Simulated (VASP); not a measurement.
Set up this calculation in VASP 6.6.1, as the native input.

| Item | Value |
| --- | --- |
| Task | single point |
| Functional | PBE |
| Potentials or basis | VASP PAW PBE potentials, release 64 (Ni_sv_GW, O) |
| Cutoff | 700 eV |
| k mesh | 6 × 6 × 4 |
| Occupations | gaussian, width 0.1 eV |
| Spin | no spin polarisation |
| Dipole correction | no |
| Further INCAR settings | ALGO = Normal; EDIFF = 1e-06; NBANDS = 32 |

The structure of NiO lies in POSCAR:

```
NiO
1.0
    3.5957334639      0.0000000000      0.0123167556
    0.0000000000      2.6429907451      0.0000000000
   -0.0379813296      0.0000000000      4.9395995310
Ni O
2 2
Direct
    0.0000000000      0.0000000000      0.0000000000
    0.0000000000      0.0000000000      0.5000000000
    0.8273803888      0.5000000000      0.2494869475
    0.1726196112      0.5000000000      0.7505130525
```

These files were run (other wordings do the same):

INCAR

```
PREC = Accurate ; ENCUT = 700
EDIFF = 1E-6 ; ISMEAR = 0
SIGMA = 0.1 ; LREAL = False
LASPH = True ; NELM = 120
ALGO = Normal ; ISIF = 2
LWAVE = False ; LCHARG = True
GGA = PE ; LELF = True
LVHAR = True ; NBANDS = 32
GGA_COMPAT = False
```

KPOINTS

```
regular mesh
0
Gamma
  6 6 4
```

Potentials or basis: VASP PAW PBE potentials, release 64 (Ni_sv_GW, O).

Run with:

```sh
$ cat potpaw_PBE.64/Ni_sv_GW/POTCAR potpaw_PBE.64/O/POTCAR > POTCAR
$ mpirun -np 1 vasp_std > vasp.out
```

It gave:

The pressure is -0.3 GPa and the largest force is 0.017 eV/Å. The band gap on the k mesh is zero (bands 24 and 25 overlap by 0.07 eV).

Caveat: the k points lie up to 0.40 Å⁻¹ apart; the run has no spin polarisation, though such a crystal can be magnetic; semilocal functionals often make such compounds metallic where correlation or magnetic order opens a gap, which also shifts bond lengths.

Wall time 75 s on 1 thread of Intel(R) Xeon(R) 6975P-C (Granite Rapids) (shared host), peak memory 0.27 GiB.
